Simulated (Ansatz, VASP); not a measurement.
# B5N in VASP and in Ansatz

```
CELL_PARAMETERS angstrom
2.02385 -3.60036 0.00000
2.02385 3.60036 0.00000
0.00000 0.00000 4.59951
ATOMIC_POSITIONS crystal
B 0.15630 0.43126 0.50000
B 0.84370 0.56874 0.50000
B 0.56874 0.84370 0.50000
B 0.43126 0.15630 0.50000
B 0.00000 0.00000 0.00000
N 0.00000 0.00000 0.50000
```

Alike in both runs: functional PBE; k mesh 6 × 6 × 4; occupations gaussian, width 0.1 eV; no spin polarisation.

Ansatz relaxed the structure, and its values are those at the end. VASP's run is a single point on that final structure, the one shown.

```csv
,VASP,Ansatz
version,VASP 6.6.1,Ansatz 0.2.0
potentials or method,"VASP PAW PBE potentials, release 64 (B, N), cutoff 520 eV","scalar-relativistic, plane waves, PAW"
valence electrons in the cell,20,20
```

|  | VASP | Ansatz | Ansatz less VASP |
| --- | --- | --- | --- |
| gap on the k mesh at the Fermi level (eV) | none | none | - |
| pressure (GPa) | 0.0 | 0.0 | +0.01 |
| rms of the force components (eV/Å) | 0.004 | 0.004 | +0.0006 |

A gap of «none» marks a metal or a gap that the smearing closes.
